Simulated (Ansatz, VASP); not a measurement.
CoO in VASP and in Ansatz

```
Co O
1.0
     0.00000    2.34364    2.34364
     2.34364    0.00000    2.34364
     2.34364    2.34364    0.00000
Co O
1 1
Cartesian
  0.0000 0.0000 0.0000
  1.1718 1.1718 1.1718
```

Alike in both runs: task single point; functional PBE; k mesh 10 × 10 × 10; occupations fermi-dirac, width 0.05 eV; collinear spin.

```csv
,VASP,Ansatz
version,VASP 6.6.1,Ansatz 0.2.0
potentials or method,"VASP PAW PBE potentials, release 64 (Co, O), cutoff 520 eV","all-electron LAPW, scalar-relativistic"
```

|  | VASP | Ansatz | Ansatz less VASP |
| --- | --- | --- | --- |
| gap on the k mesh at the Fermi level (eV) | none | none | - |
| pressure (GPa) | -12.4 | -12.0 | +0.36 |
| net moment per atom (μB) | 1.49 | 1.49 | +0.002 |
| size of the moment on the site where the two differ most (μB) | 0.32 | 0.33 | +0.009 |

Site moments also hang on the region over which each program counts them. A gap of «none» marks a metal or a gap that the smearing closes. Ansatz ran all-electron here, and VASP with PAW potentials.
